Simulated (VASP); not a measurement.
# MgO (Fm-3m) in VASP: further runs

The runs below take MgO through phonons, with r2SCAN.

All numbers are computed with VASP 6.6.1; they aren't measurements. Logs are shortened: lines on timing, memory, paths and dates and some standing lists are left out, and cuts for length are marked.

### 1 The cell of the first run

It takes space group Fm-3m (No. 225, cubic). Conventional cell: a = 4.188 Å, b = 4.188 Å, c = 4.188 Å, α = 90.00°, β = 90.00°, γ = 90.00°. Within 2.8 Å of Mg (site symmetry m-3m) lie 6 O at 2.09 Å. Within 2.8 Å of O (site symmetry m-3m) lie 6 Mg at 2.09 Å.

### 2 Phonons, r2SCAN

Input file INCAR:

```
SYSTEM = MgO
PREC     = Accurate       ! precision mode
ENCUT    = 520            ! plane-wave cutoff, eV
EDIFF    = 1E-8           ! SCF threshold, eV
ISMEAR   = 0              ! smearing method
SIGMA    = 0.01           ! smearing width, eV
LREAL    = .FALSE.        ! projectors in reciprocal space
LASPH    = .TRUE.         ! aspherical terms in the spheres
NELM     = 80             ! most SCF steps
ALGO     = Normal         ! electronic algorithm
ISIF     = 2              ! what is computed and relaxed
LWAVE    = .FALSE.        ! write WAVECAR
LCHARG   = .FALSE.        ! write CHGCAR
METAGGA  = R2SCAN         ! meta-GGA
LMIXTAU  = .TRUE.       
NBANDS   = 11             ! bands
IBRION   = 6              ! ionic algorithm
NFREE    = 2            
POTIM    = 0.015          ! step
NSW      = 1              ! ionic steps
```

Input file KPOINTS:

```
regular mesh
0
G
  10 10 10
  0 0 0
```

Input file POSCAR:

```
MgO
1.0
    2.0939376711      2.0939376711      0.0000000000
   -2.0939376711      2.0939376711      0.0000000000
    0.0000000000      2.0939376711      2.0939376711
Mg O
1 1
Direct
    0.0000000000      0.0000000000      0.0000000000
    0.5000000000      0.5000000000      0.0000000000
```

Potentials or basis: VASP PAW PBE potentials, release 64 (Mg, O).

Launch:

```console
$ cat potpaw_PBE.64/Mg/POTCAR potpaw_PBE.64/O/POTCAR > POTCAR
$ mpirun -np 1 vasp_std > vasp.out
```

OUTCAR:

```text
SYSTEM = MgO
   PREC = Accurate
   ENCUT = 520
   EDIFF = 1E-8
   ISMEAR = 0
   LREAL = .FALSE.
   LASPH = .TRUE.
   NELM = 80
   ISIF = 2
   METAGGA = R2SCAN
   IBRION = 6
   NFREE = 2
   POTIM = 0.015
   NSW = 1

 ion  position               nearest neighbor table
   1  0.000  0.000  0.000-   2 2.09   2 2.09   2 2.09   2 2.09   2 2.09   2 2.09
   2  0.500  0.500  0.000-   1 2.09   1 2.09   1 2.09   1 2.09   1 2.09   1 2.09

  LATTYP: Found a face centered cubic cell.
 ALAT       =     4.1878753422

  Lattice vectors:

 A1 = (   0.0000000000,   2.0939376711,   2.0939376711)
 A2 = (   2.0939376711,   0.0000000000,   2.0939376711)
 A3 = (   2.0939376711,   2.0939376711,   0.0000000000)

Analysis of symmetry for initial positions (statically):
=====================================================================
 Subroutine PRICEL returns:
 Original cell was already a primitive cell.

 Routine SETGRP: Setting up the symmetry group for a
 face centered cubic supercell.

 Subroutine GETGRP returns: Found 48 space group operations
 (whereof 48 operations were pure point group operations)
 out of a pool of 48 trial point group operations.

The static configuration has the point symmetry O_h .

Analysis of symmetry for dynamics (positions and initial velocities):
=====================================================================
 Subroutine PRICEL returns:
 Original cell was already a primitive cell.

 Routine SETGRP: Setting up the symmetry group for a
 face centered cubic supercell.

 Subroutine GETGRP returns: Found 48 space group operations
 (whereof 48 operations were pure point group operations)
 out of a pool of 48 trial point group operations.

The dynamic configuration has the point symmetry O_h .

 Subroutine INISYM returns: Found 48 space group operations
 (whereof 48 operations are pure point group operations),
 and found     1 'primitive' translations

----------------------------------------------------------------------------------------

                                     Primitive cell

  volume of cell :      18.3621

  direct lattice vectors                    reciprocal lattice vectors
     2.093937671  2.093937671  0.000000000     0.238784567  0.238784567 -0.238784567
    -2.093937671  2.093937671  0.000000000    -0.238784567  0.238784567 -0.238784567
     0.000000000  2.093937671  2.093937671     0.000000000  0.000000000  0.477569134

  length of vectors
     2.961275053  2.961275053  2.961275053     0.413587002  0.413587002  0.477569134

  position of ions in fractional coordinates (direct lattice)
     0.000000000  0.000000000  0.000000000
     0.500000000  0.500000000  0.000000000

  ion indices of the primitive-cell ions
   primitive index   ion index
                 1           1
                 2           2

----------------------------------------------------------------------------------------

 KPOINTS: regular mesh

Automatic generation of k-mesh.
 Grid dimensions read from file:
 generate k-points for:   10   10   10

 Generating k-lattice:

  Cartesian coordinates                     Fractional coordinates (reciprocal lattice)
     0.023878457  0.023878457 -0.023878457     0.100000000  0.000000000  0.000000000
    -0.023878457  0.023878457 -0.023878457     0.000000000  0.100000000  0.000000000
     0.000000000  0.000000000  0.047756913     0.000000000  0.000000000  0.100000000

  Length of vectors
     0.041358700  0.041358700  0.047756913

  Shift w.r.t. Gamma in fractional coordinates (k-lattice)
     0.000000000  0.000000000  0.000000000

 Subroutine IBZKPT returns following result:
 ===========================================

 Found     47 irreducible k-points:

[... 51 lines left out ...]
   ISIF   =      2    stress and relaxation
   ISYM   =      2    0-nonsym 1-usesym 2-fastsym
   POTIM  = 0.0150    time-step for ionic-motion
   TEBEG  =    0.0;   TEEND  =   0.0 temperature during run
   PSTRESS=    0.0 pullay stress
   NELECT =       8.0000    total number of electrons
   NUPDOWN=      -1.0000    fix difference up-down
   EMIN   =  10.00;   EMAX   =-10.00  energy-range for DOS
   EFERMI =   0.00;   METHOD = LEGACY
   ISMEAR =     0;   SIGMA  =   0.01  broadening in eV -4-tet -1-fermi 0-gaus
   EFERMI_NEDOS =   21; number of points for ismear=-14 and -15
   IALGO  =     38    algorithm
   IMIX   =      4    mixing-type and parameters
     AMIX     =   0.40;   BMIX     =  1.00
     AMIX_MAG =   1.60;   BMIX_MAG =  1.00
  volume/ion in A,a.u.               =       9.18        61.96
  Fermi-wavevector in a.u.,A,eV,Ry     =   1.241074  2.345290 20.956580  1.540265
  Thomas-Fermi vector in A             =   2.375488
   LORBIT       =      0    0 simple, 1 ext, 2 COOP (PROOUT), +10 PAW based schemes
   METAGGA = R2SCAN    functional components
   LHFCALC =     F    Hartree Fock is set to
   AEXX    =    0.0000 exact exchange contribution
   IVDW    =     0    specifies the selected vdW correction
   LEPSILON=     F    determine dielectric tensor
   LRPA    =     F    only Hartree local field effects (RPA)
 finite differences with symmetry
 non-spin polarized calculation
 Gauss-broadening in eV      SIGMA  =   0.01
  energy-cutoff  :      520.00
  volume of cell :       18.36
 maximum number of plane-waves:       531
 NGX is ok and might be reduce to    24
   NGX = 11   NGY = 11   NGZ = 11

--------------------------------------- Ionic step        1  -------------------------------------------

 number of electron       8.0000003 magnetization

 Free energy of the ion-electron system (eV)
  ---------------------------------------------------
  ext. energy  EPLUGINS =         0.00000000
  ---------------------------------------------------
  free energy    TOTEN  =       -16.16097307 eV

  energy without entropy =      -16.16097307  energy(sigma->0) =      -16.16097307

------------------------ aborting loop because EDIFF is reached ----------------------------------------

  FORCE on cell =-STRESS in cart. coord.  units (eV):
  Direction    XX          YY          ZZ          XY          YZ          ZX
  --------------------------------------------------------------------------------------
  -------------------------------------------------------------------------------------
  Total        0.0992853      0.0992853      0.0992853     -0.0000000      0.0000000     -0.0000000
  in kB        8.6631175      8.6631175      8.6631175     -0.0000000      0.0000000     -0.0000000
  external PRESSURE =       8.6631175 kB  Pullay stress =       0.0000000 kB
[... 131 lines left out ...]
--------------------------------------- Ionic step        5  -------------------------------------------

 number of electron       8.0000001 magnetization

 Free energy of the ion-electron system (eV)
  ---------------------------------------------------
  ext. energy  EPLUGINS =         0.00000000
  ---------------------------------------------------
  free energy    TOTEN  =       -16.16030471 eV

  energy without entropy =      -16.16030471  energy(sigma->0) =      -16.16030471

 E-fermi :   2.9444     XC(G=0): -11.6840

 val. band max:        2.9035566367   @ k =   0.0000   0.0000   0.0000
 cond. band min:       8.6841395643   @ k =   0.0000   0.0000   0.0000
 fundamental gap:      5.7805829276
 Fermi energy:         2.9444492653

 k-point     1 :       0.0000    0.0000    0.0000
  band No.  band energies     occupation
      1     -15.3861      2.00000
      2       2.9033      2.00000
      3       2.9036      2.00000
      4       2.9036      2.00000
      5       8.6841      0.00000
      6      19.8395      0.00000
      7      19.8400      0.00000
      8      19.8400      0.00000
      9      24.0335      0.00000
     10      25.8208      0.00000
     11      25.8217      0.00000
[... 309 lines left out ...]
 k-point    24 :       0.4000    0.3000    0.0000
  band No.  band energies     occupation
      1     -13.8611      2.00000
      2      -0.7168      2.00000
      3       0.1879      2.00000
      4       1.8138      2.00000
      5      14.1231      0.00000
      6      16.2928      0.00000
      7      16.8637      0.00000
      8      22.2140      0.00000
      9      23.0227      0.00000
     10      28.4211      0.00000
     11      32.1003      0.00000

 [... further k-points ...]
[... 5 lines left out ...]
  --------------------------------------------------------------------------------------
  -------------------------------------------------------------------------------------
  Total        0.1085513      0.0985372      0.0985372      0.0000000      0.0000000     -0.0000000
  in kB        9.4716251      8.5978407      8.5978407      0.0000000      0.0000000     -0.0000000
  external PRESSURE =       8.8891021 kB  Pullay stress =       0.0000000 kB
[... 17 lines left out ...]
  FREE ENERGIE OF THE ION-ELECTRON SYSTEM (eV)
  ---------------------------------------------------
  free  energy   TOTEN  =       -16.1603047103 eV

  energy  without entropy=      -16.1603047103  energy(sigma->0) =      -16.16030471

 INTERNAL STRAIN TENSORS FROM DISPLACED ATOMS
 ============================================

 INTERNAL STRAIN TENSOR FOR ION    1 for displacements in x,y,z  (eV/Angst):
          X           Y           Z          XY          YZ          ZX
  --------------------------------------------------------------------------------
  x     0.00000     0.00000     0.00000     0.00000     0.00000     0.00000
  y     0.00000     0.00000     0.00000     0.00000     0.00000     0.00000
  z     0.00000     0.00000     0.00000     0.00000     0.00000     0.00000

 INTERNAL STRAIN TENSOR FOR ION    2 for displacements in x,y,z  (eV/Angst):
          X           Y           Z          XY          YZ          ZX
  --------------------------------------------------------------------------------
  x     0.00000     0.00000     0.00000     0.00000     0.00000     0.00000
  y     0.00000     0.00000     0.00000     0.00000     0.00000     0.00000
  z     0.00000     0.00000     0.00000     0.00000     0.00000     0.00000

 Eigenvectors and eigenvalues of the dynamical matrix
 ----------------------------------------------------

   1 f  =   12.358296 THz    77.649466 2PiTHz  412.228393 cm-1    51.109784 meV
             X         Y         Z           dx          dy          dz
      0.000000  0.000000  0.000000     0.000000    0.000000   -0.625500
      0.000000  2.093938  0.000000     0.000000    0.000000    0.780224
[... 21 lines left out ...]
   6 f/i=    0.072372 THz     0.454728 2PiTHz    2.414078 cm-1     0.299307 meV
             X         Y         Z           dx          dy          dz
      0.000000  0.000000  0.000000     0.479548   -0.615454    0.000000
      0.000000  2.093938  0.000000     0.384450   -0.493404    0.000000

 ELASTIC MODULI CONTR FROM IONIC RELAXATION (kBar)
 Direction    XX          YY          ZZ          XY          YZ          ZX
 --------------------------------------------------------------------------------
 XX           0.0000      0.0000      0.0000      0.0000      0.0000      0.0000
 YY           0.0000      0.0000      0.0000      0.0000      0.0000      0.0000
 ZZ           0.0000      0.0000      0.0000      0.0000      0.0000      0.0000
 XY           0.0000      0.0000      0.0000      0.0000      0.0000      0.0000
 YZ           0.0000      0.0000      0.0000      0.0000      0.0000      0.0000
 ZX           0.0000      0.0000      0.0000      0.0000      0.0000      0.0000
 --------------------------------------------------------------------------------
```

Wall time 5.6 min (1 thread of Intel Xeon 8259CL, shared host); peak memory 0.18 GiB.

What came out:

| Item | Value |
| --- | --- |
| Highest phonon frequency at Γ, LO-TO splitting left out | 412 cm⁻¹ |

Phonon frequencies in cm⁻¹ (negative: imaginary):
```tsv
q point	frequencies
(0.000, 0.000, 0.000)	-2 -2 -2 412 412 412
```

Caveat: the PAW data sets were made with another functional, which shifts forces and pressure a little.

### 3 Phonons, r2SCAN

This run uses another cell than the first one, of 9.29 Å³/atom.

Input file INCAR:

```
SYSTEM = MgO
PREC = Accurate
ENCUT = 520
EDIFF = 1E-8
ISMEAR = 0
SIGMA = 0.01
LREAL = .False.
LASPH = .True.
NELM = 60
ALGO = Normal
ISIF = 2
LWAVE = .False.
LCHARG = .False.
METAGGA = R2SCAN
LMIXTAU = .True.
IBRION = 6
NFREE = 2
POTIM = 0.015
NSW = 1
```

Input file KPOINTS:

```
regular mesh
0
Gamma
  10 10 10
  0 0 0
```

Input file POSCAR:

```
MgO
1.0
    2.1021675162      2.1021675162      0.0000000000
   -2.1021675162      2.1021675162      0.0000000000
    0.0000000000      2.1021675162      2.1021675162
Mg O
1 1
Direct
    0.0000000000      0.0000000000      0.0000000000
    0.5000000000      0.5000000000      0.0000000000
```

Potentials or basis: VASP PAW PBE potentials, release 64 (Mg, O).

Launch:

```console
$ cat potpaw_PBE.64/Mg/POTCAR potpaw_PBE.64/O/POTCAR > POTCAR
$ mpirun -np 1 vasp_std > vasp.out
```

OUTCAR:

```text
SYSTEM = MgO
   PREC = Accurate
   ENCUT = 520
   EDIFF = 1E-8
   ISMEAR = 0
   LREAL = .False.
   LASPH = .True.
   NELM = 60
   ISIF = 2
   METAGGA = R2SCAN
   IBRION = 6
   NFREE = 2
   POTIM = 0.015
   NSW = 1

 ion  position               nearest neighbor table
   1  0.000  0.000  0.000-   2 2.10   2 2.10   2 2.10   2 2.10   2 2.10   2 2.10
   2  0.500  0.500  0.000-   1 2.10   1 2.10   1 2.10   1 2.10   1 2.10   1 2.10

  LATTYP: Found a face centered cubic cell.
 ALAT       =     4.2043350324

  Lattice vectors:

 A1 = (   0.0000000000,   2.1021675162,   2.1021675162)
 A2 = (   2.1021675162,   0.0000000000,   2.1021675162)
 A3 = (   2.1021675162,   2.1021675162,   0.0000000000)

Analysis of symmetry for initial positions (statically):
[... 608 lines left out ...]
  Total       -0.1230209     -0.1326612     -0.1326612     -0.0000000     -0.0000000      0.0000000
  in kB      -10.6085908    -11.4399073    -11.4399073     -0.0000000     -0.0000000      0.0000000
  external PRESSURE =     -11.1628018 kB  Pullay stress =       0.0000000 kB
[... 17 lines left out ...]
  FREE ENERGIE OF THE ION-ELECTRON SYSTEM (eV)
  ---------------------------------------------------
  free  energy   TOTEN  =       -16.1604792743 eV

  energy  without entropy=      -16.1604792743  energy(sigma->0) =      -16.16047927

 INTERNAL STRAIN TENSORS FROM DISPLACED ATOMS
 ============================================

 INTERNAL STRAIN TENSOR FOR ION    1 for displacements in x,y,z  (eV/Angst):
          X           Y           Z          XY          YZ          ZX
  --------------------------------------------------------------------------------
  x     0.00000     0.00000     0.00000     0.00000     0.00000     0.00000
  y     0.00000     0.00000     0.00000     0.00000     0.00000     0.00000
  z     0.00000     0.00000     0.00000     0.00000     0.00000     0.00000

 INTERNAL STRAIN TENSOR FOR ION    2 for displacements in x,y,z  (eV/Angst):
          X           Y           Z          XY          YZ          ZX
  --------------------------------------------------------------------------------
  x     0.00000     0.00000     0.00000     0.00000     0.00000     0.00000
  y     0.00000     0.00000     0.00000     0.00000     0.00000     0.00000
  z     0.00000     0.00000     0.00000     0.00000     0.00000     0.00000

 Eigenvectors and eigenvalues of the dynamical matrix
 ----------------------------------------------------

   1 f  =   12.018814 THz    75.516434 2PiTHz  400.904472 cm-1    49.705797 meV
             X         Y         Z           dx          dy          dz
      0.000000  0.000000  0.000000    -0.625538    0.000000   -0.000000
      0.000000  2.102168  0.000000     0.780194   -0.000000    0.000000
[... 21 lines left out ...]
   6 f/i=    0.069797 THz     0.438548 2PiTHz    2.328181 cm-1     0.288657 meV
             X         Y         Z           dx          dy          dz
      0.000000  0.000000  0.000000    -0.780194    0.000000    0.000000
      0.000000  2.102168  0.000000    -0.625538   -0.000000    0.000000

 ELASTIC MODULI CONTR FROM IONIC RELAXATION (kBar)
 Direction    XX          YY          ZZ          XY          YZ          ZX
 --------------------------------------------------------------------------------
 XX           0.0000      0.0000      0.0000      0.0000      0.0000      0.0000
 YY           0.0000      0.0000      0.0000      0.0000      0.0000      0.0000
 ZZ           0.0000      0.0000      0.0000      0.0000      0.0000      0.0000
 XY           0.0000      0.0000      0.0000      0.0000      0.0000      0.0000
 YZ           0.0000      0.0000      0.0000      0.0000      0.0000      0.0000
 ZX           0.0000      0.0000      0.0000      0.0000      0.0000      0.0000
 --------------------------------------------------------------------------------
```

It took 3.1 min on 1 thread of Intel Xeon 8259CL, shared host; peak memory 0.17 GiB.

What came out:

| Property | Result |
| --- | --- |
| Highest phonon frequency at Γ, LO-TO splitting left out | 401 cm⁻¹ |

Phonon frequencies in cm⁻¹ (negative: imaginary):
```csv
q point,frequencies
"(0.000, 0.000, 0.000)",-2 -2 -2 401 401 401
```

Caveat: the cell stands under pressure or tension, which shifts response properties; the PAW data sets were made with another functional, which shifts forces and pressure a little.

(Part 1 of 2 ends here.)
